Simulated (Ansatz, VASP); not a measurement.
**ZnGa4O2: VASP beside Ansatz**

```
Zn Ga O
1.0
     3.60769    0.00000    0.00000
     0.00000    3.60769    0.00000
     0.00000    0.00000    8.77465
Zn Ga O
1 4 2
Cartesian
  0.0000 0.0000 4.3873
  1.8038 0.0000 7.8457
  0.0000 1.8038 0.9289
  1.8038 1.8038 5.7168
  1.8038 1.8038 3.0579
  0.0000 0.0000 0.0000
  1.8038 1.8038 0.0000
```

Alike in both runs: functional PBE; k mesh 8 × 8 × 4; occupations gaussian, width 0.1 eV; no spin polarisation.

Ansatz relaxed the structure, and its values are those at the end. VASP's run is a single point on that final structure, the one shown.

|  | VASP | Ansatz |
| --- | --- | --- |
| version | VASP 6.6.1 | Ansatz 0.2.0 |
| potentials or method | VASP PAW PBE potentials, release 64 (Zn, Ga_d, O), cutoff 520 eV | scalar-relativistic, plane waves, PAW |
| valence electrons in the cell | 76 | 76 |

Ansatz gave:

```
gap on the k mesh at the Fermi level (eV) : none
pressure (GPa)                            : 0.0
rms of the force components (eV/Å)        : 0.001
```

Q: Which values does VASP return?

A: gap on the k mesh at the Fermi level (eV): none; pressure (GPa): 0.3; rms of the force components (eV/Å): 0.024.

A gap of «none» marks a metal or a gap that the smearing closes.
